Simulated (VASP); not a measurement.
# SiC (pbe) (R3m) in VASP: a series of runs

Runs on SiC (pbe). Level: PBE. Tasks: single point.

Everything below comes from runs of VASP 6.6.1. Logs are shortened: lines on timing, memory, paths and dates and some standing lists are left out, and cuts for length are marked.

## (1) The cell of the first run

The structure is trigonal, space group R3m (No. 160). Conventional cell: a = 3.050 Å, b = 3.050 Å, c = 7.654 Å, α = 90.00°, β = 90.00°, γ = 120.00°. Within 2.5 Å of Si (site symmetry 3m) lie 4 C at 1.88 to 1.90 Å. C (site symmetry 3m) has 4 Si at 1.88 to 1.90 Å within 2.5 Å.

## (2) Single point, PBE (strained cell)

The input, INCAR:

```
ALGO     = Normal         # electronic algorithm
EDIFF    = 1E-6           # SCF threshold, eV
ENCUT    = 600            # plane-wave cutoff, eV
GGA      = PE             # functional
GGA_COMPAT= False        
ISIF     = 2              # what is computed and relaxed
ISMEAR   = 0              # smearing method
LASPH    = True           # aspherical terms in the spheres
LCHARG   = False          # write CHGCAR
LREAL    = False          # projectors in reciprocal space
LWAVE    = False          # write WAVECAR
NBANDS   = 11             # bands
NELM     = 120            # most SCF steps
PREC     = Accurate       # precision mode
SIGMA    = 0.02           # smearing width, eV
```

The input, KPOINTS:

```
k-points
0
Gamma
  9 9 9
```

The input, POSCAR:

```
SiC
1.0
    0.0350379558      2.1920621084      2.1920621084
    2.1920621084      0.0350379558      2.1920621084
    2.1920621084      2.1920621084      0.0350379558
Si C
1 1
Direct
    0.0007751492      0.0007751492      0.0007751492
    0.2492248508      0.2492248508      0.2492248508
```

Potentials or basis: VASP PAW PBE potentials, release 64 (Si, C).

Launch:

```console
cat potpaw_PBE.64/Si/POTCAR potpaw_PBE.64/C/POTCAR > POTCAR
mpirun -np 1 vasp_std > vasp.out
```

OUTCAR:

```text
EDIFF = 1E-6
   ENCUT = 600
   GGA = PE
   ISIF = 2
   ISMEAR = 0
   LASPH = True
   LREAL = False
   NELM = 120
   PREC = Accurate

 ion  position               nearest neighbor table
   1  0.001  0.001  0.001-   2 1.88   2 1.88   2 1.88   2 1.90
   2  0.249  0.249  0.249-   1 1.88   1 1.88   1 1.88   1 1.90

  LATTYP: Found a trigonal (rhomboedric) cell.
 ALAT       =     3.1002419635
 COS(alpha) =     0.5159181104

  Lattice vectors:

 A1 = (   0.0350379558,   2.1920621084,   2.1920621084)
 A2 = (   2.1920621084,   0.0350379558,   2.1920621084)
 A3 = (   2.1920621084,   2.1920621084,   0.0350379558)

Analysis of symmetry for initial positions (statically):
=====================================================================
 Subroutine PRICEL returns:
 Original cell was already a primitive cell.

 Routine SETGRP: Setting up the symmetry group for a
 trigonal (rhombohedral) supercell.

 Subroutine GETGRP returns: Found  6 space group operations
 (whereof  6 operations were pure point group operations)
 out of a pool of 12 trial point group operations.

The static configuration has the point symmetry C_3v.

Analysis of symmetry for dynamics (positions and initial velocities):
=====================================================================
 Subroutine PRICEL returns:
 Original cell was already a primitive cell.

 Routine SETGRP: Setting up the symmetry group for a
 trigonal (rhombohedral) supercell.

 Subroutine GETGRP returns: Found  6 space group operations
 (whereof  6 operations were pure point group operations)
 out of a pool of 12 trial point group operations.

The dynamic configuration has the point symmetry C_3v.

 Subroutine INISYM returns: Found  6 space group operations
 (whereof  6 operations are pure point group operations),
 and found     1 'primitive' translations

----------------------------------------------------------------------------------------

                                     Primitive cell

  volume of cell :      20.5613

  direct lattice vectors                    reciprocal lattice vectors
     0.035037956  2.192062108  2.192062108    -0.233638701  0.229962969  0.229962969
     2.192062108  0.035037956  2.192062108     0.229962969 -0.233638701  0.229962969
     2.192062108  2.192062108  0.035037956     0.229962969  0.229962969 -0.233638701

  length of vectors
     3.100241964  3.100241964  3.100241964     0.400440978  0.400440978  0.400440978

  position of ions in fractional coordinates (direct lattice)
     0.000775149  0.000775149  0.000775149
     0.249224851  0.249224851  0.249224851

  ion indices of the primitive-cell ions
   primitive index   ion index
                 1           1
                 2           2

----------------------------------------------------------------------------------------

 KPOINTS: k-points

Automatic generation of k-mesh.
 Grid dimensions read from file:
 generate k-points for:    9    9    9

 Generating k-lattice:

  Cartesian coordinates                     Fractional coordinates (reciprocal lattice)
    -0.025959856  0.025551441  0.025551441     0.111111111  0.000000000  0.000000000
     0.025551441 -0.025959856  0.025551441     0.000000000  0.111111111  0.000000000
     0.025551441  0.025551441 -0.025959856     0.000000000  0.000000000  0.111111111

  Length of vectors
     0.044493442  0.044493442  0.044493442

  Shift w.r.t. Gamma in fractional coordinates (k-lattice)
     0.000000000  0.000000000  0.000000000

 Subroutine IBZKPT returns following result:
 ===========================================

 Found     85 irreducible k-points:

 Following reciprocal coordinates:
            Coordinates               Weight
  0.000000  0.000000  0.000000      1.000000
  0.111111  0.000000  0.000000      6.000000
  0.222222  0.000000  0.000000      6.000000
  0.333333  0.000000  0.000000      6.000000
  0.444444  0.000000  0.000000      6.000000
  0.111111  0.111111  0.000000      6.000000
[... 16 lines left out ...]
 -0.333333  0.333333  0.000000      6.000000
  0.444444  0.444444  0.000000      6.000000
 [... further k-points ...]
   k-points           NKPTS =     85   k-points in BZ     NKDIM =     85   number of bands    NBANDS=     11
   number of dos      NEDOS =    301   number of ions     NIONS =      2
   total plane-waves  NPLWV =  21952
   dimension x,y,z NGX =    28 NGY =   28 NGZ =   28
   dimension x,y,z NGXF=    56 NGYF=   56 NGZF=   56
   ions per type =               1   1
   NGX,Y,Z   is equivalent  to a cutoff of  15.01, 15.01, 15.01 a.u.
   NGXF,Y,Z  is equivalent  to a cutoff of  30.03, 30.03, 30.03 a.u.
 SYSTEM =  unknown system
   PREC   = accura    normal or accurate (medium, high low for compatibility)
   ISTART =      0    job   : 0-new  1-cont  2-samecut
   ICHARG =      2    charge: 1-file 2-atom 10-const
   ISPIN  =      1    spin polarized calculation?
   LNONCOLLINEAR =      F non collinear calculations
   LSORBIT =      F    spin-orbit coupling
   LASPH  =      T    aspherical Exc in radial PAW
   ENCUT  =  600.0 eV  44.10 Ry    6.64 a.u.   6.19  6.19  6.19*2*pi/ulx,y,z
   NELM   =    120;   NELMIN=  2; NELMDL= -5     # of ELM steps
   EDIFF  = 0.1E-05   stopping-criterion for ELM
   LREAL  =      F    real-space projection
   EDIFFG = 0.1E-04   stopping-criterion for IOM
   NSW    =      0    number of steps for IOM
   IBRION =     -1    ionic relax: 0-MD 1-quasi-New 2-CG
   NFREE  =      0    steps in history (QN), initial steepest desc. (CG)
   ISIF   =      2    stress and relaxation
   ISYM   =      2    0-nonsym 1-usesym 2-fastsym
   POTIM  = 0.5000    time-step for ionic-motion
   TEBEG  =    0.0;   TEEND  =   0.0 temperature during run
   PSTRESS=    0.0 pullay stress
   NELECT =       8.0000    total number of electrons
   NUPDOWN=      -1.0000    fix difference up-down
   EMIN   =  10.00;   EMAX   =-10.00  energy-range for DOS
   EFERMI =   0.00;   METHOD = LEGACY
   ISMEAR =     0;   SIGMA  =   0.02  broadening in eV -4-tet -1-fermi 0-gaus
   EFERMI_NEDOS =   21; number of points for ismear=-14 and -15
   IALGO  =     38    algorithm
   IMIX   =      4    mixing-type and parameters
     AMIX     =   0.40;   BMIX     =  1.00
     AMIX_MAG =   1.60;   BMIX_MAG =  1.00
  volume/ion in A,a.u.               =      10.28        69.38
  Fermi-wavevector in a.u.,A,eV,Ry     =   1.195148  2.258501 19.434256  1.428378
  Thomas-Fermi vector in A             =   2.331120
   LORBIT       =      0    0 simple, 1 ext, 2 COOP (PROOUT), +10 PAW based schemes
   GGA     = PE    functional components
   LHFCALC =     F    Hartree Fock is set to
   AEXX    =    0.0000 exact exchange contribution
   IVDW    =     0    specifies the selected vdW correction
   LEPSILON=     F    determine dielectric tensor
   LRPA    =     F    only Hartree local field effects (RPA)
 non-spin polarized calculation
 Gauss-broadening in eV      SIGMA  =   0.02
  energy-cutoff  :      600.00
  volume of cell :       20.56
 maximum number of plane-waves:       697
 NGX is ok and might be reduce to    28
   NGX = 13   NGY = 13   NGZ = 13

 number of electron       8.0000000 magnetization

 Free energy of the ion-electron system (eV)
  ---------------------------------------------------
  ext. energy  EPLUGINS =         0.00000000
  ---------------------------------------------------
  free energy    TOTEN  =       -15.04318639 eV

  energy without entropy =      -15.04318639  energy(sigma->0) =      -15.04318639

 E-fermi :   8.4178     XC(G=0): -11.3842

 val. band max:        8.2621896819   @ k =   0.0000   0.0000   0.0000
 cond. band min:       9.6621601202   @ k =   0.4444   0.4444   0.0000
 fundamental gap:      1.3999704383
 Fermi energy:         8.4177621039

 k-point     1 :       0.0000    0.0000    0.0000
  band No.  band energies     occupation
      1      -7.2756      2.00000
      2       8.0142      2.00000
      3       8.2622      2.00000
      4       8.2622      2.00000
      5      14.2733      0.00000
      6      15.4067      0.00000
      7      15.7056      0.00000
      8      15.7056      0.00000
      9      22.7250      0.00000
     10      22.7250      0.00000
     11      24.7521      0.00000

 k-point     2 :       0.1111    0.0000    0.0000
  band No.  band energies     occupation
      1      -7.0304      2.00000
      2       7.0310      2.00000
      3       7.8848      2.00000
      4       8.0880      2.00000
      5      14.4827      0.00000
      6      15.6704      0.00000
      7      15.9915      0.00000
      8      16.1269      0.00000
      9      21.5395      0.00000
     10      21.6940      0.00000
     11      24.4060      0.00000

 k-point     3 :       0.2222    0.0000    0.0000
  band No.  band energies     occupation
      1      -6.3083      2.00000
      2       4.6008      2.00000
      3       7.5351      2.00000
      4       7.7102      2.00000
      5      14.2004      0.00000
      6      15.9450      0.00000
      7      16.2698      0.00000
      8      17.4076      0.00000
      9      20.9302      0.00000
     10      21.3170      0.00000
     11      23.4673      0.00000
[... 267 lines left out ...]
 k-point    23 :      -0.3333    0.3333    0.0000
  band No.  band energies     occupation
      1      -2.5489      2.00000
      2       1.1415      2.00000
      3       2.5319      2.00000
      4       5.8915      2.00000
      5      11.8722      0.00000
      6      17.4363      0.00000
      7      18.9017      0.00000
      8      19.8278      0.00000
      9      21.2363      0.00000
     10      22.6691      0.00000
     11      30.0937      0.00000

 k-point    24 :       0.4444    0.4444    0.0000
  band No.  band energies     occupation
      1      -2.6944      2.00000
      2       0.8923      2.00000
      3       4.9095      2.00000
      4       5.1911      2.00000
      5       9.6622      0.00000
      6      12.6372      0.00000
      7      21.9391      0.00000
      8      21.9920      0.00000
      9      22.9107      0.00000
     10      27.9141      0.00000
     11      30.3712      0.00000

 [... further k-points ...]

------------------------ aborting loop because EDIFF is reached ----------------------------------------

  FORCE on cell =-STRESS in cart. coord.  units (eV):
  Direction    XX          YY          ZZ          XY          YZ          ZX
  --------------------------------------------------------------------------------------
  -------------------------------------------------------------------------------------
  Total        0.5884757      0.5884757      0.5884757     -0.5172465     -0.5172465     -0.5172465
  in kB       45.8552566     45.8552566     45.8552566    -40.3049331    -40.3049331    -40.3049331
  external PRESSURE =      45.8552566 kB  Pullay stress =       0.0000000 kB

 VOLUME and BASIS-vectors are now :
 -----------------------------------------------------------------------------
  energy-cutoff  :      600.00
  volume of cell :       20.56
      direct lattice vectors                 reciprocal lattice vectors
     0.035037956  2.192062108  2.192062108    -0.233638701  0.229962969  0.229962969
     2.192062108  0.035037956  2.192062108     0.229962969 -0.233638701  0.229962969
     2.192062108  2.192062108  0.035037956     0.229962969  0.229962969 -0.233638701

 POSITION                                       TOTAL-FORCE (eV/Angst)
 -----------------------------------------------------------------------------------
      0.00343      0.00343      0.00343        -0.001652     -0.001652     -0.001652
      1.10137      1.10137      1.10137         0.001652      0.001652      0.001652
 -----------------------------------------------------------------------------------
    total drift:                                0.000023      0.000023      0.000023

  FREE ENERGIE OF THE ION-ELECTRON SYSTEM (eV)
  ---------------------------------------------------
  free  energy   TOTEN  =       -15.0431863896 eV

  energy  without entropy=      -15.0431863896  energy(sigma->0) =      -15.04318639
```

It took 19 s on 1 thread of Intel Xeon Platinum 8488C (Sapphire Rapids), shared host; peak memory 0.16 GiB.

Results:

```yaml
Free_energy: -15.0432 eV
Pressure: 4.6 GPa
Band_gap_on_the_k_mesh: 1.40 eV, indirect (least direct gap 4.47 eV)
```

Forces on the atoms (eV/Å):
```
Si  -0.002 -0.002 -0.002
C    0.002  0.002  0.002
```

Caveat: the cell differs from its parent crystal (strained cell). A k mesh can miss the band edges.

## (3) Single point, PBE (strained cell)

The input, INCAR:

```
PREC = Accurate
ENCUT = 600
EDIFF = 1E-6
ISMEAR = 0
SIGMA = 0.02
LREAL = F
LASPH = T
NELM = 120
ALGO = Normal
ISIF = 2
LWAVE = F
LCHARG = T
GGA = PE
LELF = T
LVHAR = T
NBANDS = 11
GGA_COMPAT = F
```

The input, KPOINTS:

```
Automatic mesh
0
Gamma
  9 9 9
```

The input, POSCAR:

```
SiC
1.0
    0.0035229302      2.1605470828      2.1605470828
    2.1605470828      0.0035229302      2.1605470828
    2.1605470828      2.1605470828      0.0035229302
Si C
1 1
Direct
    0.0000989743      0.0000989743      0.0000989743
    0.2499010257      0.2499010257      0.2499010257
```

Potentials or basis: VASP PAW PBE potentials, release 64 (Si, C).

Launch:

```console
cat potpaw_PBE.64/Si/POTCAR potpaw_PBE.64/C/POTCAR > POTCAR
mpirun -np 1 vasp_std > vasp.out
```

It took 11 s on 1 thread of Intel Xeon Platinum 8488C (Sapphire Rapids), shared host; peak memory 0.14 GiB.

The run converged. Its results:

```yaml
Free_energy: -15.0356 eV
Pressure: 9.7 GPa
Band_gap_on_the_k_mesh: 1.47 eV, indirect (least direct gap 4.64 eV)
```

Forces on the atoms (eV/Å):
```
Si  -0.001 -0.001 -0.001
C    0.001  0.001  0.001
```

Stress tensor (GPa, compression positive):
```
 9.71 -0.42 -0.42
-0.42  9.71 -0.42
-0.42 -0.42  9.71
```

Levels at points of the mesh, in eV from the valence-band top:
```tsv
k point	band 2	band 3	band 4	band 5	band 6	band 7
(0.00, 0.00, 0.00)	-0.03	0.00	0.00	6.55	7.46	7.51
```

Caveat: the cell differs from its parent crystal (strained cell). A k mesh can miss the band edges.

(Continued in part 2 of 2.)
